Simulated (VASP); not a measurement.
# BaTl2B (P6_3/mmc) in VASP: relaxation of cell and atoms with PBE

Aim: the relaxation of cell and atoms of BaTl2B with PBE.

Program: VASP 6.6.1. These are calculated values, not measurements. Logs are shortened: lines on timing, memory, paths and dates and some standing lists are left out, and cuts for length are marked.

### Step 1. The cell of the first run

Symmetry: P6_3/mmc, No. 194, hexagonal system. The conventional cell has a = 3.672 Å, b = 3.672 Å, c = 16.433 Å, α = 90.00°, β = 90.00°, γ = 120.00°. Ba (site symmetry -6m2) has 6 Tl at 3.43 Å and 6 Ba at 3.67 Å and 6 B at 4.62 Å within 4.7 Å. Within 3.7 Å of Tl (site symmetry 3m) lie 3 B at 2.55 Å and 3 Ba at 3.43 Å and 9 Tl at 3.53 to 3.67 Å. B (site symmetry -3m) has 6 Tl at 2.55 Å within 3.4 Å.

### Step 2. Relaxation of cell and atoms, PBE

File INCAR:

```
SYSTEM = BaTl2B
ALGO = Normal
EDIFF = 1E-7
EDIFFG = -0.04
ENCUT = 1230
GGA = PE
GGA_COMPAT = .False.
IBRION = 2
ISIF = 3
ISMEAR = 0
LASPH = .True.
LCHARG = .False.
LREAL = .False.
LWAVE = .False.
NELM = 120
NELMIN = 4
NSW = 90
PREC = Accurate
SIGMA = 0.1
```

File KPOINTS:

```
k-points
0
Gamma
  6 6 1
  0 0 0
```

File POSCAR:

```
BaTl2B
1.0
    3.6717019999      0.0000000000      0.0000000000
   -1.8358510000      3.1797872070      0.0000000000
    0.0000000000      0.0000000000     16.4327921675
Ba Tl B
2 4 2
Direct
    0.3333333333      0.6666666667      0.7500000000
    0.6666666667      0.3333333333      0.2500000000
    0.3333333333      0.6666666667      0.4140000000
    0.6666666667      0.3333333333      0.9140000000
    0.6666666667      0.3333333333      0.5860000000
    0.3333333333      0.6666666667      0.0860000000
    0.0000000000      0.0000000000      0.5000000000
    0.0000000000      0.0000000000      0.0000000000
```

Potentials or basis: VASP PAW PBE potentials, release 64 (Ba_sv, Tl_d, B_h).

The run is started by

```bash
$ cat potpaw_PBE.64/Ba_sv/POTCAR potpaw_PBE.64/Tl_d/POTCAR potpaw_PBE.64/B_h/POTCAR > POTCAR
$ mpirun -np 1 vasp_std > vasp.out
```

OUTCAR:

```text
SYSTEM = BaTl2B
   EDIFF = 1E-7
   EDIFFG = -0.04
   ENCUT = 1230
   GGA = PE
   IBRION = 2
   ISIF = 3
   ISMEAR = 0
   LASPH = .True.
   LREAL = .False.
   NELM = 120
   NELMIN = 4
   NSW = 90
   PREC = Accurate

 ion  position               nearest neighbor table
   1  0.333  0.667  0.750-   4 3.43   5 3.43   4 3.43   5 3.43   4 3.43   5 3.43
   2  0.667  0.333  0.250-   3 3.43   6 3.43   3 3.43   6 3.43   3 3.43   6 3.43
   3  0.333  0.667  0.414-   7 2.55   7 2.55   7 2.55   2 3.43   2 3.43   2 3.43   5 3.53   5 3.53
                             5 3.53
   4  0.667  0.333  0.914-   8 2.55   8 2.55   8 2.55   1 3.43   1 3.43   1 3.43   6 3.53   6 3.53
                             6 3.53
   5  0.667  0.333  0.586-   7 2.55   7 2.55   7 2.55   1 3.43   1 3.43   1 3.43   3 3.53   3 3.53
                             3 3.53
   6  0.333  0.667  0.086-   8 2.55   8 2.55   8 2.55   2 3.43   2 3.43   2 3.43   4 3.53   4 3.53
                             4 3.53
   7  0.000  0.000  0.500-   3 2.55   5 2.55   3 2.55   5 2.55   5 2.55   3 2.55
   8  0.000  0.000  0.000-   4 2.55   6 2.55   6 2.55   4 2.55   4 2.55   6 2.55

  LATTYP: Found a hexagonal cell.
 ALAT       =     3.6717019999
 C/A-ratio  =     4.4755244756

  Lattice vectors:

 A1 = (   3.6717019999,   0.0000000000,   0.0000000000)
 A2 = (  -1.8358510000,   3.1797872070,   0.0000000000)
 A3 = (   0.0000000000,   0.0000000000,  16.4327921675)

Analysis of symmetry for initial positions (statically):
=====================================================================
 Subroutine PRICEL returns:
 Original cell was already a primitive cell.

 Routine SETGRP: Setting up the symmetry group for a
 hexagonal supercell.

 Subroutine GETGRP returns: Found 24 space group operations
 (whereof 12 operations were pure point group operations)
 out of a pool of 24 trial point group operations.

The static configuration has the point symmetry D_3d.
 The point group associated with its full space group is D_6h.

Analysis of symmetry for dynamics (positions and initial velocities):
=====================================================================
 Subroutine PRICEL returns:
 Original cell was already a primitive cell.

 Routine SETGRP: Setting up the symmetry group for a
 hexagonal supercell.

 Subroutine GETGRP returns: Found 24 space group operations
 (whereof 12 operations were pure point group operations)
 out of a pool of 24 trial point group operations.

The dynamic configuration has the point symmetry D_3d.
 The point group associated with its full space group is D_6h.

 Subroutine INISYM returns: Found 24 space group operations
 (whereof 12 operations are pure point group operations),
 and found     1 'primitive' translations

----------------------------------------------------------------------------------------

                                     Primitive cell

  volume of cell :     191.8566

  direct lattice vectors                    reciprocal lattice vectors
     3.671702000  0.000000000  0.000000000     0.272353257  0.157243227  0.000000000
    -1.835851000  3.179787207  0.000000000     0.000000000  0.314486453  0.000000000
     0.000000000  0.000000000 16.432792168     0.000000000  0.000000000  0.060853931

  length of vectors
     3.671702000  3.671702000 16.432792168     0.314486453  0.314486453  0.060853931

  position of ions in fractional coordinates (direct lattice)
     0.333333333  0.666666667  0.750000000
     0.666666667  0.333333333  0.250000000
     0.333333333  0.666666667  0.414000000
     0.666666667  0.333333333  0.914000000
     0.666666667  0.333333333  0.586000000
     0.333333333  0.666666667  0.086000000
     0.000000000  0.000000000  0.500000000
     0.000000000  0.000000000  0.000000000

  ion indices of the primitive-cell ions
   primitive index   ion index
                 1           1
                 2           2
                 3           3
                 4           4
                 5           5
                 6           6
                 7           7
                 8           8

----------------------------------------------------------------------------------------

 KPOINTS: k-points

Automatic generation of k-mesh.
 Grid dimensions read from file:
 generate k-points for:    6    6    1

 Generating k-lattice:

  Cartesian coordinates                     Fractional coordinates (reciprocal lattice)
     0.045392210  0.026207204  0.000000000     0.166666667  0.000000000  0.000000000
     0.000000000  0.052414409  0.000000000     0.000000000  0.166666667  0.000000000
     0.000000000  0.000000000  0.060853931     0.000000000  0.000000000  1.000000000

  Length of vectors
     0.052414409  0.052414409  0.060853931

  Shift w.r.t. Gamma in fractional coordinates (k-lattice)
     0.000000000  0.000000000  0.000000000

 Subroutine IBZKPT returns following result:
 ===========================================

 Found      7 irreducible k-points:

 Following reciprocal coordinates:
            Coordinates               Weight
  0.000000  0.000000  0.000000      1.000000
  0.166667  0.000000  0.000000      6.000000
  0.333333  0.000000  0.000000      6.000000
  0.500000  0.000000  0.000000      3.000000
  0.166667  0.166667  0.000000      6.000000
  0.333333  0.166667  0.000000     12.000000
  0.333333  0.333333  0.000000      2.000000
   k-points           NKPTS =      7   k-points in BZ     NKDIM =      7   number of bands    NBANDS=     46
   number of dos      NEDOS =    301   number of ions     NIONS =      8
   total plane-waves  NPLWV = 338688
   dimension x,y,z NGX =    42 NGY =   42 NGZ =  192
   dimension x,y,z NGXF=    84 NGYF=   84 NGZF=  384
   ions per type =               2   4   2
   NGX,Y,Z   is equivalent  to a cutoff of  19.02, 19.02, 19.42 a.u.
   NGXF,Y,Z  is equivalent  to a cutoff of  38.03, 38.03, 38.85 a.u.
 SYSTEM =  BaTl2B
   PREC   = accura    normal or accurate (medium, high low for compatibility)
   ISTART =      0    job   : 0-new  1-cont  2-samecut
   ICHARG =      2    charge: 1-file 2-atom 10-const
   ISPIN  =      1    spin polarized calculation?
   LNONCOLLINEAR =      F non collinear calculations
   LSORBIT =      F    spin-orbit coupling
   LASPH  =      T    aspherical Exc in radial PAW
   ENCUT  = 1230.0 eV  90.40 Ry    9.51 a.u.  10.50 10.50 46.99*2*pi/ulx,y,z
   NELM   =    120;   NELMIN=  4; NELMDL= -5     # of ELM steps
   EDIFF  = 0.1E-06   stopping-criterion for ELM
   LREAL  =      F    real-space projection
   EDIFFG = -.4E-01   stopping-criterion for IOM
   NSW    =     90    number of steps for IOM
   IBRION =      2    ionic relax: 0-MD 1-quasi-New 2-CG
   NFREE  =      1    steps in history (QN), initial steepest desc. (CG)
   ISIF   =      3    stress and relaxation
   ISYM   =      2    0-nonsym 1-usesym 2-fastsym
   POTIM  = 0.5000    time-step for ionic-motion
   TEBEG  =    0.0;   TEEND  =   0.0 temperature during run
   PSTRESS=    0.0 pullay stress
   NELECT =      78.0000    total number of electrons
   NUPDOWN=      -1.0000    fix difference up-down
   EMIN   =  10.00;   EMAX   =-10.00  energy-range for DOS
   EFERMI =   0.00;   METHOD = LEGACY
   ISMEAR =     0;   SIGMA  =   0.10  broadening in eV -4-tet -1-fermi 0-gaus
   EFERMI_NEDOS =   21; number of points for ismear=-14 and -15
   IALGO  =     38    algorithm
   IMIX   =      4    mixing-type and parameters
     AMIX     =   0.40;   BMIX     =  1.00
     AMIX_MAG =   1.60;   BMIX_MAG =  1.00
  volume/ion in A,a.u.               =      23.98       161.84
  Fermi-wavevector in a.u.,A,eV,Ry     =   1.212776  2.291815 20.011812  1.470827
  Thomas-Fermi vector in A             =   2.348250
   LORBIT       =      0    0 simple, 1 ext, 2 COOP (PROOUT), +10 PAW based schemes
   GGA     = PE    functional components
   LHFCALC =     F    Hartree Fock is set to
   AEXX    =    0.0000 exact exchange contribution
   IVDW    =     0    specifies the selected vdW correction
   LEPSILON=     F    determine dielectric tensor
   LRPA    =     F    only Hartree local field effects (RPA)
 conjugate gradient relaxation of ions
 non-spin polarized calculation
 Gauss-broadening in eV      SIGMA  =   0.10
  energy-cutoff  :     1230.00
  volume of cell :      191.86
 maximum number of plane-waves:     18861
 NGX is ok and might be reduce to    42
   NGX = 21   NGY = 21   NGZ = 93

--------------------------------------- Ionic step        1  -------------------------------------------

 number of electron      78.0000001 magnetization

 Free energy of the ion-electron system (eV)
  ---------------------------------------------------
  ext. energy  EPLUGINS =         0.00000000
  ---------------------------------------------------
  free energy    TOTEN  =       -20.70303745 eV

  energy without entropy =      -20.67616970  energy(sigma->0) =      -20.68960358

 E-fermi :   6.3437     XC(G=0): -10.2898

 val. band max:        6.3375433137   @ k =   0.3333   0.0000   0.0000
 cond. band min:       6.4103124540   @ k =   0.1667   0.1667   0.0000
 fundamental gap:      0.0727691403
 Fermi energy:         6.3437057929

 k-point     1 :       0.0000    0.0000    0.0000
  band No.  band energies     occupation
      1     -22.3417      2.00000
      2     -22.3417      2.00000
      3      -7.9105      2.00000
      4      -7.8787      2.00000
      5      -6.6870      2.00000
      6      -6.6870      2.00000
[... 451 lines left out ...]
  FREE ENERGIE OF THE ION-ELECTRON SYSTEM (eV)
  ---------------------------------------------------
  free  energy   TOTEN  =       -21.7621346301 eV

  energy  without entropy=      -21.7364011707  energy(sigma->0) =      -21.74926790

[... ionic steps 4 to 17 ...]

--------------------------------------- Ionic step       18  -------------------------------------------

 number of electron      77.9999995 magnetization

------------------------ aborting loop because EDIFF is reached ----------------------------------------

  FORCE on cell =-STRESS in cart. coord.  units (eV):
  Direction    XX          YY          ZZ          XY          YZ          ZX
  --------------------------------------------------------------------------------------
  -------------------------------------------------------------------------------------
  Total        0.1633335      0.1633335      0.1118050     -0.0000000     -0.0000000     -0.0000000
  in kB        1.1523877      1.1523877      0.7888316     -0.0000000     -0.0000000     -0.0000000
  external PRESSURE =       1.0312024 kB  Pullay stress =       0.0000000 kB
[... 69 lines left out ...]
  energy  without entropy=      -22.5760497839  energy(sigma->0) =      -22.58471425

--------------------------------------- Ionic step       20  -------------------------------------------

 number of electron      77.9999996 magnetization

 Free energy of the ion-electron system (eV)
  ---------------------------------------------------
  ext. energy  EPLUGINS =         0.00000000
  ---------------------------------------------------
  free energy    TOTEN  =       -22.60040867 eV

  energy without entropy =      -22.57725241  energy(sigma->0) =      -22.58883054

 E-fermi :   4.9000     XC(G=0):  -9.4599

 val. band max:        4.8392933854   @ k =   0.0000   0.0000   0.0000
 cond. band min:       4.9178294213   @ k =   0.1667   0.1667   0.0000
 fundamental gap:      0.0785360359
 Fermi energy:         4.9000291094

 k-point     1 :       0.0000    0.0000    0.0000
  band No.  band energies     occupation
      1     -23.6650      2.00000
      2     -23.6648      2.00000
      3      -9.0776      2.00000
      4      -9.0210      2.00000
      5      -8.7869      2.00000
      6      -8.7869      2.00000
[... 367 lines left out ...]
  FREE ENERGIE OF THE ION-ELECTRON SYSTEM (eV)
  ---------------------------------------------------
  free  energy   TOTEN  =       -22.6004086667 eV

  energy  without entropy=      -22.5772524117  energy(sigma->0) =      -22.58883054

 reached required accuracy - stopping structural energy minimisation
```

Wall time 87 min (1 thread of Intel Xeon Platinum 8259CL at 2.50GHz (Skylake/Cascade Lake), shared host); peak memory 0.91 GiB.

Results:

```yaml
Free_energy: -22.6004 eV
Relaxed_volume: 28.51 Å³/atom
Relaxed_cell: a = 4.514 Å, b = 4.514 Å, c = 12.926 Å, α = 90.00°, β = 90.00°, γ = 120.00°
Space_group_after_relaxing_to_0.1_Å: P6_3/mmc (No. 194)
Energy_gained_by_relaxing: 237.2 meV/atom
Ionic_steps: 20
Pressure_after_relaxing: 0.0 GPa
Band_gap_on_the_k_mesh: zero (bands 39 and 40 overlap by 1.12 eV)
```

Step by step:
| step | energy change (eV) | largest force (eV/Å) | pressure (GPa) | volume (Å³) |
| --- | --- | --- | --- | --- |
| 1 | 0.0000 | 0.8712 | 7.52 | 191.86 |
| 2 | -1.0159 | 0.8330 | -0.04 | 224.73 |
| 3 | -1.0591 | 0.7863 | -1.45 | 235.60 |
| 4 | -1.4452 | 0.6711 | -1.43 | 235.04 |
| 5 | -1.7526 | 0.3470 | -0.03 | 230.61 |
| 6 | -1.7576 | 0.2053 | -0.27 | 231.28 |
| 7 | -1.7795 | 0.1288 | -0.06 | 228.58 |
| 8 | -1.7945 | 0.0288 | 0.41 | 223.41 |
| 9 | -1.8094 | 0.1528 | -0.13 | 226.36 |
| 10 | -1.8150 | 0.2762 | -0.59 | 229.21 |
| 11 | -1.8204 | 0.2890 | -0.61 | 229.48 |
| 12 | -1.8343 | 0.3145 | -0.70 | 230.23 |
| 13 | -1.8463 | 0.3442 | -0.87 | 231.49 |
| 14 | -1.8649 | 0.2898 | -0.53 | 229.43 |
| 15 | -1.8817 | 0.1505 | 0.48 | 223.90 |
| 16 | -1.8822 | 0.1702 | 0.33 | 224.68 |
| 17 | -1.8878 | 0.1342 | 0.26 | 225.40 |
| 18 | -1.8959 | 0.0513 | 0.10 | 227.08 |
| 19 | -1.8903 | 0.1259 | -0.24 | 230.47 |
| 20 | -1.8974 | 0.0000 | 0.00 | 228.10 |

Final structure:
```
Ba Tl B
1.0
     4.51398    0.00000    0.00000
    -2.25699    3.90922    0.00000
     0.00000    0.00000   12.92648
Ba Tl B
2 4 2
Direct
  0.33333 0.66667 0.75000
  0.66667 0.33333 0.25000
  0.33333 0.66667 0.42734
  0.66667 0.33333 0.92734
  0.66667 0.33333 0.57266
  0.33333 0.66667 0.07266
  0.00000 0.00000 0.50000
  0.00000 0.00000 0.00000
```

Caveat: the k points lie up to 0.49 Å⁻¹ apart in the final cell, too coarse for converged energies and pressures of a metal; the volume moved by over 15 % at a fixed basis, so the end points are rough; spin-orbit coupling is left out, which moves the levels of the heavy elements.

The gap in the log of VASP goes by the Fermi energy; the results here count the filled bands.